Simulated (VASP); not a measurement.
A run of VASP 6.6.1 is set up as follows.

INCAR

```
PREC = Accurate ; ENCUT = 520
EDIFF = 1E-6 ; ISMEAR = 0
SIGMA = 0.1 ; LREAL = F
LASPH = T ; NELM = 80
ALGO = Normal ; ISIF = 2
LWAVE = F ; LCHARG = F
GGA = PE ; NBANDS = 22
```

File KPOINTS:

```
Automatic mesh
0
Gamma
  6 6 6
```

File POSCAR:

```
CaSi2N2
1.0
   -2.0172952000      2.5014592900      3.6255591300
    2.0172952000     -2.5014592900      3.6255591300
    2.0172952000      2.5014592900     -3.6255591300
Ca Si N
1 2 2
Direct
    0.0000000000      0.0000000000      0.0000000000
    0.7418451400      0.5000000000      0.2418451400
    0.2581548600      0.5000000000      0.7581548600
    0.6983979900      0.1983979900      0.5000000000
    0.3016020100      0.8016020100      0.5000000000
```

Potentials or basis: VASP PAW PBE potentials, release 64 (Ca_sv, Si, N).

The run is started by

```console
$ cat potpaw_PBE.64/Ca_sv/POTCAR potpaw_PBE.64/Si/POTCAR potpaw_PBE.64/N/POTCAR > POTCAR
$ mpirun -np 1 vasp_std > vasp.out
```

**Question.** Predict the largest force.

**Answer.** 4.082 eV/Å.

**Question.** Estimate the pressure.

**Answer.** 1.9 GPa.

Stress tensor (GPa, compression positive):
```
 30.23   0.00   0.00
  0.00   8.54   0.00
  0.00   0.00 -33.01
```

Caveat: forces of over 1 eV/Å act on the atoms, so gaps and moduli don't describe the material at rest.
